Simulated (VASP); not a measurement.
# H (P1) in VASP: a series of runs

Runs on H. Level: PBE. Tasks: single point.

All numbers are computed with VASP 6.6.1; they aren't measurements. Logs are shortened: lines on timing, memory, paths and dates and some standing lists are left out, and cuts for length are marked.

### Step 1. The cell of the first run

The typed cell holds 16 atoms: a = 6.683 Å, b = 6.683 Å, c = 6.773 Å, α = 112.90°, β = 112.90°, γ = 102.21°.

### Step 2. Single point, PBE (dynamics (nvt nose hoover) at 1200 K, volume x 1.04, from the last frame before)

Contents of INCAR:

```
PREC     = Accurate       # precision mode
ENCUT    = 520            # plane-wave cutoff, eV
EDIFF    = 1E-6           # SCF threshold, eV
ISMEAR   = -1             # smearing method
SIGMA    = 0.1034         # smearing width, eV
LREAL    = Auto         
LASPH    = True           # aspherical terms in the spheres
NELM     = 60             # most SCF steps
ALGO     = Normal         # electronic algorithm
ISIF     = 2              # what is computed and relaxed
LWAVE    = False          # write WAVECAR
LCHARG   = False          # write CHGCAR
GGA      = PE             # functional
NBANDS   = 22             # bands
```

Contents of KPOINTS:

```
Automatic mesh
0
Gamma
  2 2 2
  0.5 0.5 0.5
```

Contents of POSCAR:

```
H
1.0
    0.0000000000      5.2013675077      4.1963218556
    0.0000000000     -5.2013675077      4.1963218556
    5.3160096616      0.0000000000     -4.1963218556
H
16
Direct
    0.0324064870      0.6273331088      0.4871539303
    0.4267582933     -0.0492982430      0.5107532102
    0.5040160206      0.4310661666      0.0447117321
    0.0757131216     -0.0209553025      0.0851251275
    0.4657577947      0.4050251124      0.3400364399
    0.9917479090      0.8314765960      0.3950361519
    1.0618334003      0.6614454260      0.1347557747
    0.5133579914      1.1784175156      0.1218227658
    0.4256392933      0.4050418254      0.4301901512
    0.0122068440     -0.0516065666      0.4733381164
    0.1735007639      0.6302516081      0.1508262872
    0.4662884890      0.0459075033      0.0812090322
    0.9925538565      0.5186952037      0.3881738619
    0.3901058168      1.0025695574      0.4429760572
    0.4190243191      0.3483527122     -0.0892507783
    1.0490895990      1.0362779682      0.0031423946
```

Potentials or basis: VASP PAW PBE potentials, release 64 (H).

Run with:

```sh
$ cat potpaw_PBE.64/H/POTCAR > POTCAR
$ mpirun -np 1 vasp_std > vasp.out
```

OUTCAR:

```text
PREC = Accurate
   ENCUT = 520
   EDIFF = 1E-6
   ISMEAR = -1
   LREAL = Auto
   LASPH = True
   NELM = 60
   ISIF = 2
   GGA = PE

 ion  position               nearest neighbor table
   1  0.032  0.627  0.487-  13 0.67
   2  0.427  0.951  0.511-  14 0.68
   3  0.504  0.431  0.045-  15 0.73
   4  0.076  0.979  0.085-  16 0.78
   5  0.466  0.405  0.340-   9 0.76
   6  0.992  0.831  0.395-  10 0.70
[... 8 lines left out ...]
  15  0.419  0.348  0.911-   3 0.73
  16  0.049  0.036  0.003-   4 0.78

  LATTYP: Found a face centered orthorhombic cell.
 ALAT       =     8.3926437112
 B/A-ratio  =     1.2395063312
 C/A-ratio  =     1.2668260073

  Lattice vectors:

 A1 = (   5.3160096616,  -5.2013675077,   0.0000000000)
 A2 = (   5.3160096616,   0.0000000000,   4.1963218556)
 A3 = (   0.0000000000,  -5.2013675077,   4.1963218556)

Analysis of symmetry for initial positions (statically):
=====================================================================
 Subroutine PRICEL returns:
 Original cell was already a primitive cell.

 Routine SETGRP: Setting up the symmetry group for a
 face centered orthorhombic supercell.

 Subroutine GETGRP returns: Found  1 space group operations
 (whereof  1 operations were pure point group operations)
 out of a pool of  8 trial point group operations.

The static configuration has the point symmetry C_1 .

Analysis of symmetry for dynamics (positions and initial velocities):
=====================================================================
 Subroutine PRICEL returns:
 Original cell was already a primitive cell.

 Routine SETGRP: Setting up the symmetry group for a
 face centered orthorhombic supercell.

 Subroutine GETGRP returns: Found  1 space group operations
 (whereof  1 operations were pure point group operations)
 out of a pool of  8 trial point group operations.

The dynamic configuration has the point symmetry C_1 .

 Subroutine INISYM returns: Found  1 space group operations
 (whereof  1 operations are pure point group operations),
 and found     1 'primitive' translations

----------------------------------------------------------------------------------------

                                     Primitive cell

  volume of cell :     232.0610

  direct lattice vectors                    reciprocal lattice vectors
     0.000000000  5.201367508  4.196321856     0.094055510  0.096128566  0.119151966
     0.000000000 -5.201367508  4.196321856     0.094055510 -0.096128566  0.119151966
     5.316009662  0.000000000 -4.196321856     0.188111020  0.000000000  0.000000000

  length of vectors
     6.683063748  6.683063748  6.772671248     0.179678411  0.179678411  0.188111020

  position of ions in fractional coordinates (direct lattice)
     0.032406487  0.627333109  0.487153930
     0.426758293  0.950701757  0.510753210
     0.504016021  0.431066167  0.044711732
     0.075713122  0.979044698  0.085125127
     0.465757795  0.405025112  0.340036440
     0.991747909  0.831476596  0.395036152
[... 8 lines left out ...]
     0.419024319  0.348352712  0.910749222
     0.049089599  0.036277968  0.003142395

  ion indices of the primitive-cell ions
   primitive index   ion index
                 1           1
                 2           2
                 3           3
                 4           4
                 5           5
                 6           6
[... 8 lines left out ...]
                15          15
                16          16

----------------------------------------------------------------------------------------

 KPOINTS: Automatic mesh

Automatic generation of k-mesh.
 Grid dimensions read from file:
 generate k-points for:    2    2    2

 Generating k-lattice:

  Cartesian coordinates                     Fractional coordinates (reciprocal lattice)
     0.047027755  0.048064283  0.059575983     0.500000000  0.000000000  0.000000000
     0.047027755 -0.048064283  0.059575983     0.000000000  0.500000000  0.000000000
     0.094055510  0.000000000  0.000000000     0.000000000  0.000000000  0.500000000

  Length of vectors
     0.089839205  0.089839205  0.094055510

  Shift w.r.t. Gamma in fractional coordinates (k-lattice)
     0.500000000  0.500000000  0.500000000

 Subroutine IBZKPT returns following result:
 ===========================================

 Found      4 irreducible k-points:

 Following reciprocal coordinates:
            Coordinates               Weight
  0.250000  0.250000  0.250000      2.000000
 -0.250000  0.250000  0.250000      2.000000
 -0.250000  0.250000 -0.250000      2.000000
 -0.250000 -0.250000  0.250000      2.000000
   k-points           NKPTS =      4   k-points in BZ     NKDIM =      4   number of bands    NBANDS=     22
   number of dos      NEDOS =    301   number of ions     NIONS =     16
   total plane-waves  NPLWV = 125000
   dimension x,y,z NGX =    50 NGY =   50 NGZ =   50
   dimension x,y,z NGXF=   100 NGYF=  100 NGZF=  100
   ions per type =              16
   NGX,Y,Z   is equivalent  to a cutoff of  12.44, 12.44, 12.27 a.u.
   NGXF,Y,Z  is equivalent  to a cutoff of  24.88, 24.88, 24.55 a.u.
 SYSTEM =  unknown system
   PREC   = accura    normal or accurate (medium, high low for compatibility)
   ISTART =      0    job   : 0-new  1-cont  2-samecut
   ICHARG =      2    charge: 1-file 2-atom 10-const
   ISPIN  =      1    spin polarized calculation?
   LNONCOLLINEAR =      F non collinear calculations
   LSORBIT =      F    spin-orbit coupling
   LASPH  =      T    aspherical Exc in radial PAW
   ENCUT  =  520.0 eV  38.22 Ry    6.18 a.u.  12.43 12.43 12.59*2*pi/ulx,y,z
   NELM   =     60;   NELMIN=  2; NELMDL= -5     # of ELM steps
   EDIFF  = 0.1E-05   stopping-criterion for ELM
   LREAL  =      T    real-space projection
   EDIFFG = 0.1E-04   stopping-criterion for IOM
   NSW    =      0    number of steps for IOM
   IBRION =     -1    ionic relax: 0-MD 1-quasi-New 2-CG
   NFREE  =      0    steps in history (QN), initial steepest desc. (CG)
   ISIF   =      2    stress and relaxation
   ISYM   =      2    0-nonsym 1-usesym 2-fastsym
   POTIM  = 0.5000    time-step for ionic-motion
   TEBEG  =    0.0;   TEEND  =   0.0 temperature during run
   PSTRESS=    0.0 pullay stress
   NELECT =      16.0000    total number of electrons
   NUPDOWN=      -1.0000    fix difference up-down
   EMIN   =  10.00;   EMAX   =-10.00  energy-range for DOS
   EFERMI =   0.00;   METHOD = LEGACY
   ISMEAR =    -1;   SIGMA  =   0.10  broadening in eV -4-tet -1-fermi 0-gaus
   EFERMI_NEDOS =   21; number of points for ismear=-14 and -15
   IALGO  =     38    algorithm
   IMIX   =      4    mixing-type and parameters
     AMIX     =   0.40;   BMIX     =  1.00
     AMIX_MAG =   1.60;   BMIX_MAG =  1.00
  volume/ion in A,a.u.               =      14.50        97.88
  Fermi-wavevector in a.u.,A,eV,Ry     =   0.671296  1.268566  6.131309  0.450638
  Thomas-Fermi vector in A             =   1.747073
   LORBIT       =      0    0 simple, 1 ext, 2 COOP (PROOUT), +10 PAW based schemes
   GGA     = PE    functional components
   LHFCALC =     F    Hartree Fock is set to
   AEXX    =    0.0000 exact exchange contribution
   IVDW    =     0    specifies the selected vdW correction
   LEPSILON=     F    determine dielectric tensor
   LRPA    =     F    only Hartree local field effects (RPA)
 non-spin polarized calculation
  energy-cutoff  :      520.00
  volume of cell :      232.06
 maximum number of plane-waves:      6266
 NGX is ok and might be reduce to    50
   NGX = 25   NGY = 25   NGZ = 25

 number of electron      15.9999999 magnetization

 Free energy of the ion-electron system (eV)
  ---------------------------------------------------
  ext. energy  EPLUGINS =         0.00000000
  ---------------------------------------------------
  free energy    TOTEN  =       -53.31722220 eV

  energy without entropy =      -53.31722220  energy(sigma->0) =      -53.31722220

 E-fermi :  -5.7476     XC(G=0):  -4.6504

 val. band max:       -8.2645601023   @ k =  -0.2500   0.2500  -0.2500
 cond. band min:       0.4574628702   @ k =  -0.2500  -0.2500   0.2500
 fundamental gap:      8.7220229724
 Fermi energy:        -5.7475632185

 k-point     1 :       0.2500    0.2500    0.2500
  band No.  band energies     occupation
      1     -11.0510      2.00000
      2     -10.6495      2.00000
      3      -9.7775      2.00000
      4      -9.2633      2.00000
      5      -8.8327      2.00000
      6      -8.7510      2.00000
[... 12 lines left out ...]
     19       4.3683      0.00000
     20       5.0634      0.00000

 k-point     2 :      -0.2500    0.2500    0.2500
  band No.  band energies     occupation
      1     -11.1346      2.00000
      2     -10.4855      2.00000
      3      -9.8847      2.00000
      4      -9.2203      2.00000
      5      -8.8616      2.00000
      6      -8.7442      2.00000
[... 12 lines left out ...]
     19       4.8478      0.00000
     20       5.5529      0.00000

 k-point     3 :      -0.2500    0.2500   -0.2500
  band No.  band energies     occupation
      1     -11.1568      2.00000
      2     -10.4485      2.00000
      3      -9.8752      2.00000
      4      -9.2356      2.00000
      5      -8.8984      2.00000
      6      -8.7095      2.00000
[... 12 lines left out ...]
     19       5.0781      0.00000
     20       5.2978      0.00000

 k-point     4 :      -0.2500   -0.2500    0.2500
  band No.  band energies     occupation
      1     -11.1156      2.00000
      2     -10.5842      2.00000
      3      -9.7712      2.00000
      4      -9.2460      2.00000
      5      -8.8349      2.00000
      6      -8.7036      2.00000
[... 12 lines left out ...]
     19       4.8198      0.00000
     20       5.3456      0.00000
 [bands above 20 left out]

------------------------ aborting loop because EDIFF is reached ----------------------------------------

  FORCE on cell =-STRESS in cart. coord.  units (eV):
  Direction    XX          YY          ZZ          XY          YZ          ZX
  --------------------------------------------------------------------------------------
  -------------------------------------------------------------------------------------
  Total        4.0237983      2.5157670      1.6943019     -1.4364143     -2.0769712      0.8620533
  in kB       27.7807970     17.3691637     11.6976679     -9.9171801    -14.3396636      5.9517217
  external PRESSURE =      18.9492095 kB  Pullay stress =       0.0000000 kB

 VOLUME and BASIS-vectors are now :
 -----------------------------------------------------------------------------
  energy-cutoff  :      520.00
  volume of cell :      232.06
      direct lattice vectors                 reciprocal lattice vectors
     0.000000000  5.201367508  4.196321856     0.094055510  0.096128566  0.119151966
     0.000000000 -5.201367508  4.196321856     0.094055510 -0.096128566  0.119151966
     5.316009662  0.000000000 -4.196321856     0.188111020  0.000000000  0.000000000

 POSITION                                       TOTAL-FORCE (eV/Angst)
 -----------------------------------------------------------------------------------
      2.58972     -3.09443      0.72423         2.880977     -1.697351      0.881868
      2.71517     -2.72522      3.63698         1.753417      1.982429     -1.338733
      0.23769      0.37944      3.73628         0.767085     -0.121849      0.315429
      0.45253     -4.69856      4.06889        -0.564214     -0.552624      0.497978
      1.80764      0.31589      2.22718         0.358297     -0.204156     -0.215229
      2.10002      0.83363      5.99314        -1.209248      1.189356     -0.613551
[... 8 lines left out ...]
      4.84155      0.36759     -0.60164        -0.875379     -0.090711     -0.070985
      0.01671      0.06664      0.34504         0.459154      0.453555     -0.592667
 -----------------------------------------------------------------------------------
    total drift:                               -0.000335     -0.000064      0.000243

  FREE ENERGIE OF THE ION-ELECTRON SYSTEM (eV)
  ---------------------------------------------------
  free  energy   TOTEN  =       -53.3172221963 eV

  energy  without entropy=      -53.3172221961  energy(sigma->0) =      -53.31722220
```

It took 20 s on 1 thread of Intel Xeon 6975P-C (Granite Rapids), shared host; peak memory 0.32 GiB.

What came out:

| Item | Value |
| --- | --- |
| Free energy | -53.3172 eV |
| Pressure | 1.9 GPa |
| Largest force | 3.711 eV/Å |
| Band gap on the k mesh | 8.72 eV, indirect (least direct gap 8.74 eV) |

Forces on the atoms (eV/Å):
```
H    2.881 -1.697  0.882
H    1.753  1.982 -1.339
H    0.767 -0.122  0.315
H   -0.564 -0.553  0.498
H    0.358 -0.204 -0.215
H   -1.209  1.189 -0.614
H   -0.130  1.456  0.408
H   -0.248  0.634 -0.520
H   -0.047 -0.037  0.239
H    1.238 -1.732  0.823
H   -0.396 -1.312 -0.600
H    0.126 -0.131  0.397
H   -2.778  2.106 -1.274
H   -1.335 -1.943  1.663
H   -0.875 -0.091 -0.071
H    0.459  0.454 -0.593
```

Caveat: the k points lie up to 0.59 Å⁻¹ apart; forces of over 1 eV/Å act on the atoms, so gaps and moduli don't describe the material at rest. A k mesh can miss the band edges.

### Step 3. Single point, PBE (dynamics (nvt nose hoover) at 1200 K, volume x 1.04, from the last frame before)

Contents of INCAR:

```
SYSTEM = H
  PREC = Accurate
  ENCUT = 520
  EDIFF = 1E-7
  ISMEAR = -1
  SIGMA = 0.1034
  LREAL = Auto
  LASPH = .True.
  NELM = 60
  ALGO = Normal
  ISIF = 2
  LWAVE = .False.
  LCHARG = .False.
  GGA = PE
  NBANDS = 22
```

KPOINTS is that of step 2.

Contents of POSCAR:

```
H
1.0
    0.0000000000      5.2013675077      4.1963218556
    0.0000000000     -5.2013675077      4.1963218556
    5.3160096616      0.0000000000     -4.1963218556
H
16
Direct
   -0.0305271706      0.4717259380      0.4034454669
    0.4207155706      0.0726063479      0.6010750927
    0.3695417346      0.3675809041     -0.0668952885
   -0.0164256169     -0.0162074051      0.0214967630
    0.4163062715      0.5039364955      0.4330279940
    0.9350652121      0.8864072390      0.3169136452
    1.1793282909      0.6670216723      0.0893975049
    0.5051655465      1.0029544445      0.1164843632
    0.4221003574      0.3815825513      0.3693108412
   -0.0502558011     -0.0331226145      0.4416585276
    0.0838726438      0.5823384792      0.0931614183
    0.5681719220      0.1432017586      0.1917767395
    1.0886866203      0.5339601958      0.4318513596
    0.5378899973      1.1024253806      0.6051907737
    0.4634236113      0.3448947823     -0.0959840242
    1.1069411923      0.9886938277      0.0480892655
```

Potentials or basis: VASP PAW PBE potentials, release 64 (H).

Run with:

```sh
$ cat potpaw_PBE.64/H/POTCAR > POTCAR
$ mpirun -np 1 vasp_std > vasp.out
```

Run time: 19 s. Hardware: 1 thread of Intel Xeon 6975P-C (Granite Rapids), shared host; peak memory 0.32 GiB.

It converged, with:

```
Free energy            : -54.0694 eV
Pressure               : -0.2 GPa
Largest force          : 1.009 eV/Å
Band gap on the k mesh : 8.80 eV, indirect (least direct gap 8.91 eV)
```

Forces in eV/Å, atoms in the order of the input:
```
H   -0.184 -0.427 -0.895
H   -0.062  0.148  0.114
H    0.028  0.073  0.094
H    0.046  0.334  0.270
H   -0.383  0.855 -0.221
H    0.230 -0.117 -0.056
H    0.000 -0.034 -0.812
H    0.497 -0.461  0.677
H    0.468 -0.844  0.292
H   -0.192  0.095  0.013
H   -0.045  0.089  0.785
H   -0.526  0.529 -0.674
H    0.218  0.386  0.836
H   -0.047  0.011 -0.074
H    0.091 -0.222 -0.099
H   -0.139 -0.413 -0.251
```

Stress tensor (GPa, compression positive):
```
-0.07  0.24 -0.24
 0.24 -0.23  0.30
-0.24  0.30 -0.27
```

Levels at points of the mesh, in eV from the valence-band top:
```
           k point  band 6  band 7  band 8  band 9  band 10  band 11
(0.25, 0.25, 0.25)   -0.29   -0.19   -0.01    8.90     9.52     9.92
```

Caveat: the k points lie up to 0.59 Å⁻¹ apart; forces of over 1 eV/Å act on the atoms, so gaps and moduli don't describe the material at rest.
